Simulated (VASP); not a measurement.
# Ge (Fd-3m) in VASP: a series of runs

Ge is run at these levels: PBE, r2SCAN, PBEsol; tasks: single point, relaxation of cell and atoms.

Program: VASP 6.6.1. These are calculated values, not measurements. Logs are shortened: lines on timing, memory, paths and dates and some standing lists are left out, and cuts for length are marked.

**Measured values to compare with.**

From “Electronic and optical properties of SixGe1-x-ySny alloys lattice-matched to Ge”, 2021, arxiv:2109.02782, for a bulk crystal of Ge at 300 K: band gap 0.807 eV (direct).

How close the calculation comes is told below.

### Step 1. The cell of the first run

It takes space group Fd-3m (No. 227, cubic). Conventional cell: a = 5.761 Å, b = 5.761 Å, c = 5.761 Å, α = 90.00°, β = 90.00°, γ = 90.00°. Within 3.3 Å of Ge (site symmetry -43m) lie 4 Ge at 2.49 Å.

### Step 2. Single point, PBE

Contents of INCAR:

```
SYSTEM = Ge
ALGO = Normal ; EDIFF = 1E-7
ENCUT = 520 ; GGA = PE
ISIF = 2 ; ISMEAR = -1
LASPH = .TRUE. ; LCHARG = .FALSE.
LREAL = .FALSE. ; LWAVE = .FALSE.
NBANDS = 21 ; NELM = 100
PREC = Accurate ; SIGMA = 0.02
```

Contents of KPOINTS:

```
k-points
0
G
  8 8 8
  0 0 0
```

Contents of POSCAR:

```
Ge
1.0
    0.0000000000      2.8805995821      2.8805995821
    2.8805995821      0.0000000000      2.8805995821
    2.8805995821      2.8805995821      0.0000000000
Ge
2
Direct
    0.0000000000      0.0000000000      0.0000000000
    0.2500000000      0.2500000000      0.2500000000
```

Potentials or basis: VASP PAW PBE potentials, release 64 (Ge_d).

Launch:

```sh
cat potpaw_PBE.64/Ge_d/POTCAR > POTCAR
mpirun -np 1 vasp_std > vasp.out
```

OUTCAR:

```text
SYSTEM = Ge
   EDIFF = 1E-7
   ENCUT = 520
   GGA = PE
   ISIF = 2
   ISMEAR = -1
   LASPH = .TRUE.
   LREAL = .FALSE.
   NELM = 100
   PREC = Accurate

 ion  position               nearest neighbor table
   1  0.000  0.000  0.000-   2 2.49   2 2.49   2 2.49   2 2.49
   2  0.250  0.250  0.250-   1 2.49   1 2.49   1 2.49   1 2.49

  LATTYP: Found a face centered cubic cell.
 ALAT       =     5.7611991642

  Lattice vectors:

 A1 = (   0.0000000000,   2.8805995821,   2.8805995821)
 A2 = (   2.8805995821,   0.0000000000,   2.8805995821)
 A3 = (   2.8805995821,   2.8805995821,   0.0000000000)

Analysis of symmetry for initial positions (statically):
=====================================================================
 Subroutine PRICEL returns:
 Original cell was already a primitive cell.

 Routine SETGRP: Setting up the symmetry group for a
 face centered cubic supercell.

 Subroutine GETGRP returns: Found 48 space group operations
 (whereof 24 operations were pure point group operations)
 out of a pool of 48 trial point group operations.

The static configuration has the point symmetry T_d .
 The point group associated with its full space group is O_h .

Analysis of symmetry for dynamics (positions and initial velocities):
=====================================================================
 Subroutine PRICEL returns:
 Original cell was already a primitive cell.

 Routine SETGRP: Setting up the symmetry group for a
 face centered cubic supercell.

 Subroutine GETGRP returns: Found 48 space group operations
 (whereof 24 operations were pure point group operations)
 out of a pool of 48 trial point group operations.

The dynamic configuration has the point symmetry T_d .
 The point group associated with its full space group is O_h .

 Subroutine INISYM returns: Found 48 space group operations
 (whereof 24 operations are pure point group operations),
 and found     1 'primitive' translations

----------------------------------------------------------------------------------------

                                     Primitive cell

  volume of cell :      47.8056

  direct lattice vectors                    reciprocal lattice vectors
     0.000000000  2.880599582  2.880599582    -0.173574975  0.173574975  0.173574975
     2.880599582  0.000000000  2.880599582     0.173574975 -0.173574975  0.173574975
     2.880599582  2.880599582  0.000000000     0.173574975  0.173574975 -0.173574975

  length of vectors
     4.073782997  4.073782997  4.073782997     0.300640675  0.300640675  0.300640675

  position of ions in fractional coordinates (direct lattice)
     0.000000000  0.000000000  0.000000000
[... 72 lines left out ...]
   ISPIN  =      1    spin polarized calculation?
   LNONCOLLINEAR =      F non collinear calculations
   LSORBIT =      F    spin-orbit coupling
   LASPH  =      T    aspherical Exc in radial PAW
   ENCUT  =  520.0 eV  38.22 Ry    6.18 a.u.   7.57  7.57  7.57*2*pi/ulx,y,z
   NELM   =    100;   NELMIN=  2; NELMDL= -5     # of ELM steps
   EDIFF  = 0.1E-06   stopping-criterion for ELM
   LREAL  =      F    real-space projection
   EDIFFG = 0.1E-05   stopping-criterion for IOM
   NSW    =      0    number of steps for IOM
   IBRION =     -1    ionic relax: 0-MD 1-quasi-New 2-CG
   NFREE  =      0    steps in history (QN), initial steepest desc. (CG)
   ISIF   =      2    stress and relaxation
   ISYM   =      2    0-nonsym 1-usesym 2-fastsym
   POTIM  = 0.5000    time-step for ionic-motion
   TEBEG  =    0.0;   TEEND  =   0.0 temperature during run
   PSTRESS=    0.0 pullay stress
   NELECT =      28.0000    total number of electrons
   NUPDOWN=      -1.0000    fix difference up-down
   EMIN   =  10.00;   EMAX   =-10.00  energy-range for DOS
   EFERMI =   0.00;   METHOD = LEGACY
   ISMEAR =    -1;   SIGMA  =   0.02  broadening in eV -4-tet -1-fermi 0-gaus
   EFERMI_NEDOS =   21; number of points for ismear=-14 and -15
   IALGO  =     38    algorithm
   IMIX   =      4    mixing-type and parameters
     AMIX     =   0.40;   BMIX     =  1.00
     AMIX_MAG =   1.60;   BMIX_MAG =  1.00
  volume/ion in A,a.u.               =      23.90       161.30
  Fermi-wavevector in a.u.,A,eV,Ry     =   1.369729  2.588412 25.526669  1.876157
  Thomas-Fermi vector in A             =   2.495578
   LORBIT       =      0    0 simple, 1 ext, 2 COOP (PROOUT), +10 PAW based schemes
   GGA     = PE    functional components
   LHFCALC =     F    Hartree Fock is set to
   AEXX    =    0.0000 exact exchange contribution
   IVDW    =     0    specifies the selected vdW correction
   LEPSILON=     F    determine dielectric tensor
   LRPA    =     F    only Hartree local field effects (RPA)
 non-spin polarized calculation
  energy-cutoff  :      520.00
  volume of cell :       47.81
 maximum number of plane-waves:      1305
   NGX = 15   NGY = 15   NGZ = 15

 number of electron      27.9999979 magnetization

 Free energy of the ion-electron system (eV)
  ---------------------------------------------------
  ext. energy  EPLUGINS =         0.00000000
  ---------------------------------------------------
  free energy    TOTEN  =        -9.02611770 eV

  energy without entropy =       -9.02580843  energy(sigma->0) =       -9.02596306

 E-fermi :   4.4739     XC(G=0):  -9.6678

 val. band max:        4.1685812968   @ k =   0.1250   0.0000   0.0000
 cond. band min:       4.4798033818   @ k =   0.0000   0.0000   0.0000
 fundamental gap:      0.3112220851
 Fermi energy:         4.4738516511

 k-point     1 :       0.0000    0.0000    0.0000
  band No.  band energies     occupation
      1     -20.2652      2.00000
      2     -20.2652      2.00000
      3     -20.2652      2.00000
      4     -20.2331      2.00000
      5     -20.2331      2.00000
      6     -20.0501      2.00000
[... 565 lines left out ...]
     20      15.2644      0.00000
     21      15.6307      0.00000

 [... further k-points ...]
[... 5 lines left out ...]
  --------------------------------------------------------------------------------------
  -------------------------------------------------------------------------------------
  Total       -0.0203066     -0.0203066     -0.0203066     -0.0000000      0.0000000     -0.0000000
  in kB       -0.6805635     -0.6805635     -0.6805635     -0.0000000      0.0000000     -0.0000000
  external PRESSURE =      -0.6805635 kB  Pullay stress =       0.0000000 kB

 VOLUME and BASIS-vectors are now :
 -----------------------------------------------------------------------------
  energy-cutoff  :      520.00
  volume of cell :       47.81
      direct lattice vectors                 reciprocal lattice vectors
     0.000000000  2.880599582  2.880599582    -0.173574975  0.173574975  0.173574975
     2.880599582  0.000000000  2.880599582     0.173574975 -0.173574975  0.173574975
     2.880599582  2.880599582  0.000000000     0.173574975  0.173574975 -0.173574975

 POSITION                                       TOTAL-FORCE (eV/Angst)
 -----------------------------------------------------------------------------------
      0.00000      0.00000      0.00000        -0.000000     -0.000000     -0.000000
      1.44030      1.44030      1.44030         0.000000      0.000000      0.000000
 -----------------------------------------------------------------------------------
    total drift:                                0.000000      0.000000      0.000000

  FREE ENERGIE OF THE ION-ELECTRON SYSTEM (eV)
  ---------------------------------------------------
  free  energy   TOTEN  =        -9.0261177032 eV

  energy  without entropy=       -9.0258084262  energy(sigma->0) =       -9.02596306
```

OSZICAR:

```text
N       E                     dE             d eps       ncg     rms          rms(c)
DAV:   1     0.189575866705E+03    0.18958E+03   -0.14548E+04  1343   0.361E+03
DAV:   2     0.188598823254E+02   -0.17072E+03   -0.16564E+03  1223   0.620E+02
DAV:   3    -0.813147204354E+01   -0.26991E+02   -0.26827E+02  1423   0.143E+02
DAV:   4    -0.908148836831E+01   -0.95002E+00   -0.94956E+00  1383   0.313E+01
DAV:   5    -0.909793370104E+01   -0.16445E-01   -0.16445E-01  1373   0.455E+00    0.298E+00
DAV:   6    -0.904987744584E+01    0.48056E-01   -0.19552E-02  1488   0.148E+00    0.177E+00
DAV:   7    -0.902426590566E+01    0.25612E-01   -0.41621E-02  1313   0.194E+00    0.144E-01
DAV:   8    -0.902591098459E+01   -0.16451E-02   -0.57871E-03  1358   0.988E-01    0.419E-02
DAV:   9    -0.902608596260E+01   -0.17498E-03   -0.24849E-04  1376   0.219E-01    0.157E-02
DAV:  10    -0.902611552719E+01   -0.29565E-04   -0.52553E-05  1517   0.708E-02    0.584E-03
DAV:  11    -0.902611773324E+01   -0.22061E-05   -0.70477E-06  1501   0.435E-02    0.177E-03
DAV:  12    -0.902611770318E+01    0.30063E-07   -0.38179E-07  1420   0.118E-02
   1 F= -.90261177E+01 E0= -.90259631E+01  d E =-.309277E-03
```

stdout:

```text
POSCAR found type information on POSCAR Ge
 POSCAR found :  1 types and       2 ions
 scaLAPACK will be used
 LDA part: xc-table for (Slater+PW92), standard interpolation
 POSCAR, INCAR and KPOINTS ok, starting setup
 FFT: planning ... GRIDC
 FFT: planning ... GRID_SOFT
 FFT: planning ... GRID
 WAVECAR not read
 entering main loop
```

It took 14 s on 1 thread of Intel Xeon 6975P-C (Granite Rapids), shared host; peak memory 0.17 GiB.

Results:

| Quantity | Value |
| --- | --- |
| Free energy | -9.0261 eV |
| Pressure | -0.1 GPa |
| Band gap on the k mesh | zero (filled and empty bands touch) |

Caveat: semilocal functionals underestimate gaps, and a narrow one can read as zero.

### Step 3. Single point, r2SCAN

This run uses another cell than the first one, of 22.83 Å³/atom.

Contents of POSCAR:

```
Ge
1.0
    0.0000000000      2.8368734366      2.8368734366
    2.8368734366      0.0000000000      2.8368734366
    2.8368734366      2.8368734366      0.0000000000
Ge
2
Direct
    0.0000000000      0.0000000000      0.0000000000
    0.2500000000      0.2500000000      0.2500000000
```

Contents of INCAR.step1:

```
PREC = Accurate
ENCUT = 520
ISMEAR = -1
SIGMA = 0.02
LREAL = F
LASPH = T
NELM = 80
NBANDS = 21
GGA = PE
ALGO = Normal
EDIFF = 1E-4
LWAVE = T
LCHARG = F
```

Contents of INCAR.step2:

```
PREC = Accurate
ENCUT = 520
EDIFF = 1E-6
ISMEAR = -1
SIGMA = 0.02
LREAL = F
LASPH = T
NELM = 80
ALGO = Normal
ISIF = 2
LWAVE = F
LCHARG = F
METAGGA = R2SCAN
LMIXTAU = T
NBANDS = 21
ISTART = 1
```

Contents of KPOINTS:

```
Automatic mesh
0
Gamma
  8 8 8
```

Potentials or basis: VASP PAW PBE potentials, release 64 (Ge_d).

Launch:

```sh
cat potpaw_PBE.64/Ge_d/POTCAR > POTCAR
cp INCAR.step1 INCAR
mpirun -np 1 vasp_std > vasp.out
cp INCAR.step2 INCAR
mpirun -np 1 vasp_std > vasp.out
```

Run time: 49 s. Hardware: 1 thread of Intel Xeon 6975P-C (Granite Rapids), shared host; peak memory 0.17 GiB.

The run converged. Its results:

```
Free energy            : -27.7359 eV
Pressure               : 0.0 GPa
Band gap on the k mesh : 0.32 eV
```

Levels at points of the mesh, in eV from the valence-band top:
```csv
k point,band 11,band 12,band 13,band 14,band 15,band 16,band 17,band 18
"(0.00, 0.00, 0.00)",-13.24,0.00,0.00,0.00,0.32,2.71,2.71,2.71
"(0.50, 0.00, 0.00)",-11.07,-7.83,-1.47,-1.47,0.42,3.99,3.99,7.65
"(0.50, 0.50, 0.00)",-9.18,-9.18,-3.20,-3.20,0.98,0.98,10.03,10.03
```

Caveat: semilocal functionals underestimate gaps, and a narrow one can read as zero; the PAW data sets were made with another functional, which shifts forces and pressure a little.

### Step 4. Relaxation of cell and atoms, PBE

This run uses another cell than the first one, of 22.64 Å³/atom.

Contents of INCAR:

```
  PREC = Accurate
  ENCUT = 600
  EDIFF = 1E-6
  ISMEAR = -1
  SIGMA = 0.02
  LREAL = F
  LASPH = T
  NELM = 80
  ALGO = Normal
  ISIF = 3
  LWAVE = F
  LCHARG = F
  GGA = PE
  IBRION = 2
  NSW = 80
  EDIFFG = -0.005
```

KPOINTS is that of step 3.

Contents of POSCAR:

```
Ge
1.0
    0.0000000000      2.8289100000      2.8289100000
    2.8289100000      0.0000000000      2.8289100000
    2.8289100000      2.8289100000      0.0000000000
Ge
2
Direct
    0.0000000000      0.0000000000      0.0000000000
    0.2500000000      0.2500000000      0.2500000000
```

Launch:

```sh
cat potpaw_PBE.64/Ge_d/POTCAR > POTCAR
mpirun -np 1 vasp_std > vasp.out
```

Wall time 37 s (1 thread of Intel Xeon 6975P-C (Granite Rapids), shared host); peak memory 0.19 GiB.

The run converged. Its results:

| Property | Result |
| --- | --- |
| Free energy | -9.0261 eV |
| Relaxed volume | 23.85 Å³/atom |
| Relaxed cell | a = 4.071 Å, b = 4.071 Å, c = 4.071 Å, α = 60.00°, β = 60.00°, γ = 60.00° |
| Space group after relaxing (to 0.1 Å) | Fd-3m (No. 227) |
| Energy gained by relaxing | 13.5 meV/atom |
| Ionic steps | 5 |
| Pressure after relaxing | 0.0 GPa |
| Band gap on the k mesh | zero (filled and empty bands touch) |

Step by step:
| step | energy change (eV) | largest force (eV/Å) | pressure (GPa) | volume (Å³) |
| --- | --- | --- | --- | --- |
| 1 | 0.0000 | 0.0000 | 3.54 | 45.28 |
| 2 | -0.0245 | 0.0000 | -1.09 | 48.63 |
| 3 | -0.0270 | 0.0000 | -0.26 | 47.80 |
| 4 | -0.0269 | 0.0000 | 0.23 | 47.61 |
| 5 | -0.0270 | 0.0000 | 0.01 | 47.70 |

Final structure:
```
CELL_PARAMETERS angstrom
0.00000 2.87842 2.87842
2.87842 0.00000 2.87842
2.87842 2.87842 0.00000
ATOMIC_POSITIONS crystal
Ge 0.00000 0.00000 0.00000
Ge 0.25000 0.25000 0.25000
```

Levels at points of the mesh, in eV from the Fermi level:
| k point | band 11 | band 12 | band 13 | band 14 | band 15 | band 16 | band 17 | band 18 |
| --- | --- | --- | --- | --- | --- | --- | --- | --- |
| (0.00, 0.00, 0.00) | -12.38 | -0.43 | 0.00 | 0.00 | 0.00 | 2.53 | 2.53 | 2.53 |
| (0.50, 0.00, 0.00) | -10.42 | -7.36 | -1.32 | -1.32 | 0.03 | 3.72 | 3.72 | 7.10 |
| (0.50, 0.50, 0.00) | -8.69 | -8.69 | -2.89 | -2.89 | 0.82 | 0.82 | 9.09 | 9.09 |

Caveat: semilocal functionals underestimate gaps, and a narrow one can read as zero.

### Step 5. Relaxation of cell and atoms, PBEsol

Contents of INCAR:

```
  ALGO = Normal
  EDIFF = 1E-6
  EDIFFG = -0.005
  ENCUT = 600
  GGA = PS
  IBRION = 2
  ISIF = 3
  ISMEAR = -1
  LASPH = True
  LCHARG = False
  LREAL = False
  LWAVE = False
  NELM = 100
  NSW = 80
  PREC = Accurate
  SIGMA = 0.02
```

Contents of KPOINTS:

```
k-points
0
Gamma
  8 8 8
```

Contents of POSCAR:

```
Ge
1.0
    0.0000000000      2.8805995821      2.8805995821
    2.8805995821      0.0000000000      2.8805995821
    2.8805995821      2.8805995821      0.0000000000
Ge
2
Direct
    0.0000000000      0.0000000000      0.0000000000
    0.2500000000      0.2500000000      0.2500000000
```

Launch:

```sh
cat potpaw_PBE.64/Ge_d/POTCAR > POTCAR
mpirun -np 1 vasp_std > vasp.out
```

Wall time 74 s (1 thread of Intel Xeon 6975P-C (Granite Rapids), shared host); peak memory 0.21 GiB.

It converged, with:

```yaml
Free_energy: -9.8636 eV
Relaxed_volume: 22.86 Å³/atom
Relaxed_cell: a = 4.013 Å, b = 4.013 Å, c = 4.013 Å, α = 60.00°, β = 60.00°, γ = 60.00°
Space_group_after_relaxing_to_0.1_Å: Fd-3m (No. 227)
Energy_gained_by_relaxing: 9.5 meV/atom
Ionic_steps: 7
Pressure_after_relaxing: 0.0 GPa
Band_gap_on_the_k_mesh: zero (filled and empty bands touch)
```

Step by step:
```
step  energy change (eV)  largest force (eV/Å)  pressure (GPa)  volume (Å³)
   1              0.0000                0.0000           -2.74        47.81
   2             -0.0172                0.0000            0.94        45.03
   3             -0.0190                0.0000            0.15        45.66
   4             -0.0190                0.0000           -0.31        45.77
   5             -0.0190                0.0000            0.05        45.70
   6             -0.0190                0.0000           -0.18        45.75
   7             -0.0190                0.0000           -0.01        45.71
```

Final structure:
```
Ge
1.0
     0.00000    2.83795    2.83795
     2.83795    0.00000    2.83795
     2.83795    2.83795    0.00000
Ge
2
Cartesian
  0.0000 0.0000 0.0000
  1.4190 1.4190 1.4190
```

Levels at points of the mesh, in eV from the Fermi level:
| k point | band 12 | band 13 | band 14 | band 15 | band 16 | band 17 |
| --- | --- | --- | --- | --- | --- | --- |
| (0.00, 0.00, 0.00) | -0.11 | -0.01 | -0.01 | -0.01 | 2.51 | 2.51 |
| (0.50, 0.00, 0.00) | -7.60 | -1.41 | -1.41 | 0.08 | 3.69 | 3.69 |
| (0.50, 0.50, 0.00) | -8.88 | -3.07 | -3.07 | 0.66 | 0.66 | 9.40 |

Caveat: semilocal functionals underestimate gaps, and a narrow one can read as zero; the PAW data sets were made with another functional, which shifts forces and pressure a little.

### Step 6. Summary

| task | level | cell | cutoff (eV) | gap on the mesh (eV) | pressure (GPa) | relaxed volume (Å³/atom) |
| --- | --- | --- | --- | --- | --- | --- |
| single point | PBE | a = 4.074 Å, angles 60.0°, 2 atoms | 520 | none | -0.1 | - |
| single point | r2SCAN | a = 4.012 Å, angles 60.0°, 2 atoms | 520 | 0.32 | 0.0 | - |
| relaxation of cell and atoms | PBE | relaxed from a = 4.001 Å, angles 60.0°, 2 atoms | 600 | none | 0.0 | 23.85 |
| relaxation of cell and atoms | PBEsol | relaxed from a = 4.074 Å, angles 60.0°, 2 atoms | 600 | none | 0.0 | 22.86 |

Alike in all rows: potentials or basis VASP PAW PBE potentials, release 64 (Ge_d); no spin polarisation; k mesh 8 × 8 × 8; smearing fermi-dirac 0.02 eV.

Caveats: semilocal functionals underestimate gaps, and a narrow one can read as zero; the PAW data sets were made with another functional, which shifts forces and pressure a little (at least some runs).

Total energies depend on the potentials used, so only differences within one code and one set of settings carry meaning.

### Step 7. Comparison with measurements

Step 2. A measured gap of Ge is 0.807 eV (direct; 300 K; “Electronic and optical properties of SixGe1-x-ySny alloys lattice-matched to Ge”, 2021, arxiv:2109.02782); the calculated 0.00 eV misses it by -0.81 eV. 3 values of this kind are on record (0.666 to 0.807 eV); this one was drawn at random among those near their median. Spin-orbit coupling on Ge is left out. The value is that of PBE on a finite k mesh, which can miss the band edges, without temperature or zero-point motion. Semilocal functionals fall short of measured gaps as a rule.

Step 3. Measured gap of Ge: 0.807 eV (direct; 300 K; “Electronic and optical properties of SixGe1-x-ySny alloys lattice-matched to Ge”, 2021, arxiv:2109.02782). This calculation gives 0.32 eV (-0.48 eV). 3 values of this kind are on record (0.666 to 0.807 eV); this one was drawn at random among those near their median. Spin-orbit coupling on Ge is left out. The value is that of r2SCAN on a finite k mesh, which can miss the band edges, without temperature or zero-point motion.

The gap in the log of VASP goes by the Fermi energy; the results here count the filled bands.